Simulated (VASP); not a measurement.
Here is a VASP 6.6.1 calculation.

INCAR

```
  ALGO = Normal
  EDIFF = 1E-6
  ENCUT = 520
  GGA = PS
  ISIF = 2
  ISMEAR = 0
  LASPH = T
  LCHARG = F
  LREAL = F
  LWAVE = F
  NBANDS = 55
  NELM = 80
  PREC = Accurate
  SIGMA = 0.1
```

File KPOINTS:

```
k-points
0
Gamma
  12 12 4
```

File POSCAR:

```
Ti3C2
1.0
    3.1029317333      0.0000000000      0.0000000000
   -1.5514658666      2.6872177072      0.0000000000
    0.0000000000      0.0000000000     14.8048335987
Ti C
6 4
Direct
    0.3333333333      0.6666666667      0.8437914628
    0.6666666667      0.3333333333      0.3437914628
    0.6666666667      0.3333333333      0.1562085372
    0.3333333333      0.6666666667      0.6562085372
    0.0000000000      0.0000000000      0.0000000000
    0.0000000000      0.0000000000      0.5000000000
    0.6666666667      0.3333333333      0.9143810498
    0.3333333333      0.6666666667      0.4143810498
    0.6666666667      0.3333333333      0.5856189502
    0.3333333333      0.6666666667      0.0856189502
```

Potentials or basis: VASP PAW PBE potentials, release 64 (Ti_sv, C).

The run is started by

```bash
$ cat potpaw_PBE.64/Ti_sv/POTCAR potpaw_PBE.64/C/POTCAR > POTCAR
$ mpirun -np 1 vasp_std > vasp.out
```

(1) What does it give for the band gap on the k mesh?

(2) Predict the largest force.

## Answers

(1) zero (band 44 reaches 8.81 eV, above the bottom of band 45 at 8.22 eV).

(2) 0.252 eV/Å.

Caveat: the cell differs from its parent crystal (biaxial strain in the a-b plane: +2.0 %); the PAW data sets were made with another functional, which shifts forces and pressure a little.
